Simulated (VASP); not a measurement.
# Ge (I4_1/amd) in VASP: further runs

Aim: see how the results for Ge move with the level of theory and the settings. Levels: PBE+D3(BJ), PBE+D4, PBE. Tasks: single point, relaxation of cell and atoms.

All numbers are computed with VASP 6.6.1; they aren't measurements. Logs are shortened: lines on timing, memory, paths and dates and some standing lists are left out, and cuts for length are marked.

## 1. The cell of the first run

The structure is tetragonal, space group I4_1/amd (No. 141). The conventional cell has a = 5.149 Å, b = 5.149 Å, c = 2.795 Å, α = 90.00°, β = 90.00°, γ = 90.00°. Within 3.5 Å of Ge (site symmetry -4m2) lie 10 Ge at 2.67 to 3.32 Å.

## 2. Single point, PBE+D3(BJ)

INCAR

```
PREC = Accurate ; ENCUT = 520
EDIFF = 1E-6 ; ISMEAR = -1
SIGMA = 0.05 ; LREAL = False
LASPH = True ; NELM = 60
ALGO = Normal ; ISIF = 2
LWAVE = False ; LCHARG = False
GGA = PE ; IVDW = 12
NBANDS = 21
```

KPOINTS

```
Automatic mesh
0
Gamma
  11 11 11
```

POSCAR

```
Ge
1.0
   -2.5744897190      2.5744897190      1.3974126432
    2.5744897190     -2.5744897190      1.3974126432
    2.5744897190      2.5744897190     -1.3974126432
Ge
2
Direct
    0.5000000000      0.5000000000      0.0000000000
    0.2500000000      0.7500000000      0.5000000000
```

Potentials or basis: VASP PAW PBE potentials, release 64 (Ge_d).

Started as:

```bash
> cat potpaw_PBE.64/Ge_d/POTCAR > POTCAR
> mpirun -np 1 vasp_std > vasp.out
```

OUTCAR:

```text
PREC = Accurate
   ENCUT = 520
   EDIFF = 1E-6
   ISMEAR = -1
   LREAL = False
   LASPH = True
   NELM = 60
   ISIF = 2
   GGA = PE
   IVDW = 12
 IVDW          = 12

 ion  position               nearest neighbor table
   1  0.500  0.500  0.000-   2 2.67   2 2.67   2 2.67   2 2.67
   2  0.250  0.750  0.500-   1 2.67   1 2.67   1 2.67   1 2.67

  LATTYP: Found a body centered tetragonal cell.
 ALAT       =     5.1489794380
 C/A-ratio  =     0.5427920853

  Lattice vectors:

 A1 = (  -2.5744897190,   2.5744897190,   1.3974126432)
 A2 = (   2.5744897190,  -2.5744897190,   1.3974126432)
 A3 = (   2.5744897190,   2.5744897190,  -1.3974126432)

Analysis of symmetry for initial positions (statically):
=====================================================================
 Subroutine PRICEL returns:
 Original cell was already a primitive cell.

 Routine SETGRP: Setting up the symmetry group for a
 body centered tetragonal supercell.

 Subroutine GETGRP returns: Found 16 space group operations
 (whereof  8 operations were pure point group operations)
 out of a pool of 16 trial point group operations.

The static configuration has the point symmetry D_2d.
 The point group associated with its full space group is D_4h.

Analysis of symmetry for dynamics (positions and initial velocities):
=====================================================================
 Subroutine PRICEL returns:
 Original cell was already a primitive cell.

 Routine SETGRP: Setting up the symmetry group for a
 body centered tetragonal supercell.

 Subroutine GETGRP returns: Found 16 space group operations
 (whereof  8 operations were pure point group operations)
 out of a pool of 16 trial point group operations.

The dynamic configuration has the point symmetry D_2d.
 The point group associated with its full space group is D_4h.

 Subroutine INISYM returns: Found 16 space group operations
 (whereof  8 operations are pure point group operations),
 and found     1 'primitive' translations

----------------------------------------------------------------------------------------

                                     Primitive cell

  volume of cell :      37.0482

  direct lattice vectors                    reciprocal lattice vectors
    -2.574489719  2.574489719  1.397412643     0.000000000  0.194213244  0.357804119
[... 80 lines left out ...]
   ISPIN  =      1    spin polarized calculation?
   LNONCOLLINEAR =      F non collinear calculations
   LSORBIT =      F    spin-orbit coupling
   LASPH  =      T    aspherical Exc in radial PAW
   ENCUT  =  520.0 eV  38.22 Ry    6.18 a.u.   7.25  7.25  7.25*2*pi/ulx,y,z
   NELM   =     60;   NELMIN=  2; NELMDL= -5     # of ELM steps
   EDIFF  = 0.1E-05   stopping-criterion for ELM
   LREAL  =      F    real-space projection
   EDIFFG = 0.1E-04   stopping-criterion for IOM
   NSW    =      0    number of steps for IOM
   IBRION =     -1    ionic relax: 0-MD 1-quasi-New 2-CG
   NFREE  =      0    steps in history (QN), initial steepest desc. (CG)
   ISIF   =      2    stress and relaxation
   ISYM   =      2    0-nonsym 1-usesym 2-fastsym
   POTIM  = 0.5000    time-step for ionic-motion
   TEBEG  =    0.0;   TEEND  =   0.0 temperature during run
   PSTRESS=    0.0 pullay stress
   NELECT =      28.0000    total number of electrons
   NUPDOWN=      -1.0000    fix difference up-down
   EMIN   =  10.00;   EMAX   =-10.00  energy-range for DOS
   EFERMI =   0.00;   METHOD = LEGACY
   ISMEAR =    -1;   SIGMA  =   0.05  broadening in eV -4-tet -1-fermi 0-gaus
   EFERMI_NEDOS =   21; number of points for ismear=-14 and -15
   IALGO  =     38    algorithm
   IMIX   =      4    mixing-type and parameters
     AMIX     =   0.40;   BMIX     =  1.00
     AMIX_MAG =   1.60;   BMIX_MAG =  1.00
  volume/ion in A,a.u.               =      18.52       125.01
  Fermi-wavevector in a.u.,A,eV,Ry     =   1.491209  2.817976 30.255333  2.223704
  Thomas-Fermi vector in A             =   2.603893
   LORBIT       =      0    0 simple, 1 ext, 2 COOP (PROOUT), +10 PAW based schemes
   GGA     = PE    functional components
   LHFCALC =     F    Hartree Fock is set to
   AEXX    =    0.0000 exact exchange contribution
   IVDW    =    12    specifies the selected vdW correction
   LEPSILON=     F    determine dielectric tensor
   LRPA    =     F    only Hartree local field effects (RPA)
 non-spin polarized calculation
  energy-cutoff  :      520.00
  volume of cell :       37.05
 maximum number of plane-waves:      1029
 NGX is ok and might be reduce to    30
   NGX = 15   NGY = 15   NGZ = 15

 number of electron      28.0000028 magnetization

 Free energy of the ion-electron system (eV)
  ---------------------------------------------------
  ext. energy  EPLUGINS =         0.00000000
  ---------------------------------------------------
  free energy    TOTEN  =        -8.56476451 eV

  energy without entropy =       -8.55676211  energy(sigma->0) =       -8.56076331

 E-fermi :   6.8265     XC(G=0): -11.3197

 val. band max:        6.8164696245   @ k =   0.4545   0.2727   0.0909
 cond. band min:       6.8330683718   @ k =  -0.1818  -0.2727   0.1818
 fundamental gap:      0.0165987473
 Fermi energy:         6.8265206018

 k-point     1 :       0.0000    0.0000    0.0000
  band No.  band energies     occupation
      1     -17.9547      2.00000
      2     -17.9116      2.00000
      3     -17.8794      2.00000
      4     -17.8792      2.00000
      5     -17.7738      2.00000
      6     -17.7738      2.00000
[... 565 lines left out ...]
     20      19.0099      0.00000
     21      19.4191      0.00000

 [... further k-points ...]

------------------------ aborting loop because EDIFF is reached ----------------------------------------

 Edisp (eV)   -0.71883

 E8    (eV) :    -0.3189

  FORCE on cell =-STRESS in cart. coord.  units (eV):
  Direction    XX          YY          ZZ          XY          YZ          ZX
  --------------------------------------------------------------------------------------
  -------------------------------------------------------------------------------------
  Total       0.01182     0.01182    -0.03770     0.00000     0.00000     0.00000
  in kB       0.51137     0.51137    -1.63032     0.00000     0.00000     0.00000
  external pressure =       -0.20 kB  Pullay stress =        0.00 kB

 VOLUME and BASIS-vectors are now :
 -----------------------------------------------------------------------------
  energy-cutoff  :      520.00
  volume of cell :       37.05
      direct lattice vectors                 reciprocal lattice vectors
    -2.574489719  2.574489719  1.397412643     0.000000000  0.194213244  0.357804119
     2.574489719 -2.574489719  1.397412643     0.194213244  0.000000000  0.357804119
     2.574489719  2.574489719 -1.397412643     0.194213244  0.194213244  0.000000000

 POSITION                                       TOTAL-FORCE (eV/Angst)
 -----------------------------------------------------------------------------------
      0.00000      0.00000      1.39741        -0.000000     -0.000000      0.000000
      2.57449      0.00000      0.69871         0.000000      0.000000     -0.000000
 -----------------------------------------------------------------------------------
    total drift:                                0.000000     -0.000000      0.000000

  FREE ENERGIE OF THE ION-ELECTRON SYSTEM (eV)
  ---------------------------------------------------
  free  energy   TOTEN  =        -9.2835920950 eV

  energy  without entropy=       -9.2755896902  energy(sigma->0) =       -9.27959089
```

OSZICAR:

```text
N       E                     dE             d eps       ncg     rms          rms(c)
DAV:   1     0.178111622915E+03    0.17811E+03   -0.14204E+04  5985   0.386E+03
DAV:   2     0.154221539209E+02   -0.16269E+03   -0.15775E+03  5332   0.599E+02
DAV:   3    -0.791765343873E+01   -0.23340E+02   -0.23151E+02  5982   0.133E+02
DAV:   4    -0.857295200294E+01   -0.65530E+00   -0.65483E+00  5852   0.260E+01
DAV:   5    -0.858254559613E+01   -0.95936E-02   -0.95933E-02  6054   0.344E+00    0.211E+00
DAV:   6    -0.857011587317E+01    0.12430E-01   -0.17675E-02  7120   0.226E+00    0.120E+00
DAV:   7    -0.856491269421E+01    0.52032E-02   -0.12693E-02  7195   0.169E+00    0.110E-01
DAV:   8    -0.856476106938E+01    0.15162E-03   -0.19452E-03  6594   0.793E-01    0.402E-02
DAV:   9    -0.856476530163E+01   -0.42323E-05   -0.56879E-05  6727   0.106E-01    0.114E-02
DAV:  10    -0.856476451324E+01    0.78839E-06   -0.35729E-06  5463   0.256E-02
   1 F= -.92835921E+01 E0= -.92795909E+01  d E =-.800240E-02
```

stdout:

```text
POSCAR found type information on POSCAR Ge
 POSCAR found :  1 types and       2 ions
 scaLAPACK will be used
 LDA part: xc-table for (Slater+PW92), standard interpolation
 POSCAR, INCAR and KPOINTS ok, starting setup
 FFT: planning ... GRIDC
 FFT: planning ... GRID_SOFT
 FFT: planning ... GRID
 WAVECAR not read
 entering main loop
```

Run time: 49 s. Hardware: 1 thread of AMD EPYC 9R45 (Zen 5), shared host; peak memory 0.2 GiB.

Results:

```yaml
Free_energy: -9.2836 eV
Pressure: 0.0 GPa
Band_gap_on_the_k_mesh: zero (band 14 reaches 8.53 eV, above the bottom of band 15 at 3.83 eV)
Dispersion_energy_per_atom: -0.359 eV
```

Stress tensor (GPa, compression positive):
```
 0.05  0.00  0.00
 0.00  0.05  0.00
 0.00  0.00 -0.16
```

Caveat: three body term missing; pairwise dispersion overbinds metals, which lowers pressure and volume.

## 3. Single point, PBE+D4

INCAR

```
SYSTEM = Ge
PREC = Accurate
ENCUT = 520
EDIFF = 1E-7
ISMEAR = -1
SIGMA = 0.05
LREAL = .False.
LASPH = .True.
NELM = 80
ALGO = Normal
ISIF = 2
LWAVE = .False.
LCHARG = .False.
GGA = PE
IVDW = 13
NBANDS = 21
```

KPOINTS

```
Automatic mesh
0
Gamma
  11 11 11
  0 0 0
```

POSCAR

```
Ge
1.0
   -2.5778623801      2.5778623801      1.3947175845
    2.5778623801     -2.5778623801      1.3947175845
    2.5778623801      2.5778623801     -1.3947175845
Ge
2
Direct
    0.5000000000      0.5000000000      0.0000000000
    0.2500000000      0.7500000000      0.5000000000
```

Potentials or basis: VASP PAW PBE potentials, release 64 (Ge_d).

Started as:

```bash
> cat potpaw_PBE.64/Ge_d/POTCAR > POTCAR
> mpirun -np 1 vasp_std > vasp.out
```

It took 56 s on 1 thread of AMD EPYC 9R45 (Zen 5), shared host; peak memory 0.19 GiB.

The run converged. Its results:

```
Free energy                : -9.3463 eV
Pressure                   : 0.1 GPa
Band gap on the k mesh     : zero (band 14 reaches 8.49 eV, above the bottom of band 15 at 3.82 eV)
Dispersion energy per atom : -0.390 eV
```

Levels at points of the mesh, in eV from the Fermi level:
```csv
k point,band 10,band 11,band 12,band 13,band 14,band 15,band 16,band 17,band 18,band 19
"(0.00, 0.00, 0.00)",-24.47,-13.33,-4.13,-2.38,-2.38,3.25,7.54,7.54,8.18,8.40
```

Caveat: pairwise dispersion overbinds metals, which lowers pressure and volume.

## 4. Single point, PBE

This run uses another cell than the first one, of 19.33 Å³/atom, 1.043 times its volume.

INCAR

```
PREC     = Accurate       # precision mode
ENCUT    = 520            # plane-wave cutoff, eV
EDIFF    = 1E-7           # SCF threshold, eV
ISMEAR   = -1             # smearing method
SIGMA    = 0.05           # smearing width, eV
LREAL    = False          # projectors in reciprocal space
LASPH    = True           # aspherical terms in the spheres
NELM     = 100            # most SCF steps
ALGO     = Normal         # electronic algorithm
ISIF     = 2              # what is computed and relaxed
LWAVE    = False          # write WAVECAR
LCHARG   = False          # write CHGCAR
GGA      = PE             # functional
NBANDS   = 21             # bands
```

KPOINTS

```
regular mesh
0
Gamma
  11 11 11
```

POSCAR

```
Ge
1.0
   -2.6148954659      2.6148954659      1.4133070896
    2.6148954659     -2.6148954659      1.4133070896
    2.6148954659      2.6148954659     -1.4133070896
Ge
2
Direct
    0.5000000000      0.5000000000      0.0000000000
    0.2500000000      0.7500000000      0.5000000000
```

Started as:

```bash
> cat potpaw_PBE.64/Ge_d/POTCAR > POTCAR
> mpirun -np 1 vasp_std > vasp.out
```

Run time: 54 s. Hardware: 1 thread of AMD EPYC 9R45 (Zen 5), shared host; peak memory 0.19 GiB.

It converged, with:

- Free energy: -8.5811 eV
- Pressure: 0.0 GPa
- Band gap on the k mesh: zero (band 14 reaches 7.91 eV, above the bottom of band 15 at 3.53 eV)

Levels at points of the mesh, in eV from the Fermi level:
```
           k point  band 12  band 13  band 14  band 15  band 16  band 17
(0.00, 0.00, 0.00)    -4.26    -2.24    -2.24     3.36     7.28     7.28
```

[end of part 1 of 2]
